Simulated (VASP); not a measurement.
Write the native input for VASP 6.6.1 that does the following.

| Property | Result |
| --- | --- |
| Task | single point |
| Functional | LDA |
| Potentials or basis | VASP PAW LDA potentials, release 64 (B, Bi_d) |
| Cutoff | 520 eV |
| k mesh | 12 × 12 × 12 |
| Occupations | fermi-dirac, width 0.05 eV |
| Spin | no spin polarisation |
| Dipole correction | no |
| Further INCAR settings | ALGO = Normal; EDIFF = 1e-06; NBANDS = 16 |

The structure of BiB (rocksalt type) lies in POSCAR:

```
BiB
1.0
    0.0000000000      2.6024212825      2.6024212825
    2.6024212825      0.0000000000      2.6024212825
    2.6024212825      2.6024212825      0.0000000000
B Bi
1 1
Direct
    0.0000000000      0.0000000000      0.0000000000
    0.5000000000      0.5000000000      0.5000000000
```

This cell differs from its parent crystal: functional lda, volume scaled by 0.96.

One way to write it, as run:

INCAR

```
SYSTEM = BiB
PREC = Accurate
ENCUT = 520
EDIFF = 1E-6
ISMEAR = -1
SIGMA = 0.05
LREAL = .False.
LASPH = .True.
NELM = 100
ALGO = Normal
ISIF = 2
LWAVE = .False.
LCHARG = .False.
NBANDS = 16
```

KPOINTS

```
regular mesh
0
Gamma
  12 12 12
  0 0 0
```

Potentials or basis: VASP PAW LDA potentials, release 64 (B, Bi_d).

Launch:

```bash
$ cat potpaw_LDA.64/B/POTCAR potpaw_LDA.64/Bi_d/POTCAR > POTCAR
$ mpirun -np 1 vasp_std > vasp.out
```

It gave:

```json
{"Pressure": "-1.9 GPa", "Band gap on the k mesh": "zero (band 9 reaches 9.62 eV, above the bottom of band 10 at 5.47 eV)"}
```

Caveat: spin-orbit coupling is left out, which moves the levels of the heavy elements.

Wall time 18 s on 1 thread of Intel(R) Xeon(R) Platinum 8488C (Sapphire Rapids), on a shared host, peak memory 0.16 GiB.
